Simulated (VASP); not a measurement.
Mg3Sb2, 5 atoms in the cell. The structure is trigonal, space group P-3m1 (No. 164). Conventional cell: a = 4.570 Å, b = 4.570 Å, c = 6.824 Å, α = 90.00°, β = 90.00°, γ = 120.00°. Mg (site symmetry 3m) has 4 Sb at 2.79 to 2.83 Å and 6 Mg at 3.26 to 3.60 Å within 3.7 Å. Mg (site symmetry -3m) has 6 Sb at 3.05 Å and 6 Mg at 3.60 Å within 4.0 Å. Within 3.7 Å of Sb (site symmetry 3m) lie 7 Mg at 2.79 to 3.05 Å.  This cell differs from its parent crystal: uniaxial z strain -5.8%.

- Program: VASP 6.6.1
- Task: single point
- Functional: HSE06
- Potentials or basis: VASP PAW PBE potentials, release 64 (Mg, Sb)
- Cutoff: 520 eV
- k mesh: 6 × 6 × 2
- Occupations: fermi-dirac, width 0.02 eV
- Spin: no spin polarisation
- Dipole correction: no
- Grid for exact exchange (PRECFOCK): Normal
- Further INCAR settings: ALGO = Normal; EDIFF = 1e-06; NBANDS = 16
- Share of exact exchange: 0.25
- Screening parameter: 0.2079 1/Å

Potentials or basis: VASP PAW PBE potentials, release 64 (Mg, Sb).

Command:

```sh
$ cat potpaw_PBE.64/Mg/POTCAR potpaw_PBE.64/Sb/POTCAR > POTCAR
$ cp INCAR.step1 INCAR
$ mpirun -np 1 vasp_std > vasp.out
$ cp INCAR.step2 INCAR
$ mpirun -np 1 vasp_std > vasp.out
```

Hardware: 1 thread of AMD EPYC 7R43 64-Core Processor (Zen 3), on a shared host.

**Question.** How long does it take, and how much memory?

**Answer.** It took 56 min on 1 thread of AMD EPYC 7R43 64-Core Processor (Zen 3), on a shared host, peak memory 0.35 GiB. Counts: k points 14.
